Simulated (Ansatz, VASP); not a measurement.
# One calculation of MgI2, two programs

File INCAR:

```
ALGO = Normal
EDIFF = 1E-6
ENCUT = 520
GGA = PE
ISIF = 2
ISMEAR = 0
IVDW = 12
LASPH = True
LCHARG = False
LREAL = False
LWAVE = False
NBANDS = 15
NELM = 80
PREC = Accurate
SIGMA = 0.05
```

File KPOINTS:

```
k-points
0
Gamma
  6 6 4
```

File POSCAR:

```
MgI2
1.0
    3.9875521165      0.0000000000      0.0000000000
   -1.9937760583      3.4533214318      0.0000000000
    0.0000000000      0.0000000000      7.4109600000
Mg I
1 2
Direct
    0.0000000000      0.0000000000      0.0000000000
    0.3333333333      0.6666666667      0.7576300000
    0.6666666667      0.3333333333      0.2423700000
```

Input for Ansatz:

```yaml
crystal:
  lattice:
    - [3.9875521165, 0.0, 0.0]
    - [-1.9937760583, 3.4533214318, 0.0]
    - [0.0, 0.0, 7.41096]
  atoms:
    - { symbol: Mg, position: [0.0, 0.0, 0.0] }
    - { symbol: I, position: [0.3333333333, 0.6666666667, 0.75763] }
    - { symbol: I, position: [0.6666666667, 0.3333333333, 0.24237] }
basis:
  ecutwfc: 420
kpoints:
  mp_grid: { grid: [6, 6, 4] }
hamiltonian:
  xc: pbe
  dispersion: d3bj
scf:
  occupations: { method: gaussian, width: 0.05 }
output:
  forces: true
  stress: true
  eigenvalues: true
```

Change from the starting cell: strain -0.040 along x and y, +0.080 along z, atoms carried along.

Alike in both runs: task single point; functional PBE; dispersion D3(BJ); k mesh 6 × 6 × 4; occupations gaussian, width 0.05 eV; no spin polarisation.

```csv
,VASP,Ansatz
version,VASP 6.6.1,Ansatz 0.2.0
potentials or method,"VASP PAW PBE potentials, release 64 (Mg, I), cutoff 520 eV","scalar-relativistic, plane waves, PAW"
valence electrons in the cell,16,44
```

```csv
,VASP,Ansatz,Ansatz less VASP
gap on the k mesh at the Fermi level (eV),3.20,3.22,+0.017
least direct gap on the mesh (eV),3.51,3.52,+0.013
pressure (GPa),0.0,0.1,+0.06
"traceless stress, the component that is largest in VASP (GPa)",-2.60,-2.61,-0.005
rms of the force components (eV/Å),0.146,0.141,-0.0047
```

Atom by atom the forces differ by 0.005 eV/Å (rms over components). VASP's potentials hold 16 valence electrons a cell and Ansatz's 44, so a difference there can come from the potentials and not from the codes.

Spin-orbit coupling is off throughout.
